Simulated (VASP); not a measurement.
Set up this calculation in VASP 6.6.1, as the native input.

```
Task                   : single point
Functional             : PBEsol
Potentials or basis    : VASP PAW PBE potentials, release 64 (Br)
Cutoff                 : 520 eV
k mesh                 : 7 × 7 × 3
Occupations            : fermi-dirac, width 0.05 eV
Spin                   : no spin polarisation
Dipole correction      : no
Further INCAR settings : ALGO = Normal; EDIFF = 1e-07; NBANDS = 22
```

The structure of Br lies in POSCAR:

```
Br
1.0
    2.6466112030     -1.7469359764      0.0000000000
    2.6466112030      1.7469359764      0.0000000000
    0.0000000000      0.0000000000      7.8644873359
Br
4
Direct
    0.3036226465      0.6963773535      0.3766876363
    0.1963773535      0.8036226465      0.8766876363
    0.6963773535      0.3036226465      0.6233123637
    0.8036226465      0.1963773535      0.1233123637
```

These files were run (other wordings do the same):

INCAR

```
ALGO     = Normal         # electronic algorithm
EDIFF    = 1E-7           # SCF threshold, eV
ENCUT    = 520            # plane-wave cutoff, eV
GGA      = PS             # functional
ISIF     = 2              # what is computed and relaxed
ISMEAR   = -1             # smearing method
LASPH    = True           # aspherical terms in the spheres
LCHARG   = True           # write CHGCAR
LELF     = True           # ELF
LREAL    = False          # projectors in reciprocal space
LVHAR    = True         
LWAVE    = False          # write WAVECAR
NBANDS   = 22             # bands
NELM     = 100            # most SCF steps
PREC     = Accurate       # precision mode
SIGMA    = 0.05           # smearing width, eV
```

KPOINTS

```
k-points
0
Gamma
  7 7 3
```

Potentials or basis: VASP PAW PBE potentials, release 64 (Br).

Launch:

```console
$ cat potpaw_PBE.64/Br/POTCAR > POTCAR
$ mpirun -np 1 vasp_std > vasp.out
```

It gave:

| Quantity | Value |
| --- | --- |
| Pressure | 30.2 GPa |
| Largest force | 0.010 eV/Å |
| Band gap on the k mesh | 0.35 eV, indirect (least direct gap 1.11 eV) |

Caveat: the PAW data sets were made with another functional, which shifts forces and pressure a little.

Wall time 33 s on 1 thread of Intel Xeon 6975P-C, with other jobs on the host, peak memory 0.19 GiB.
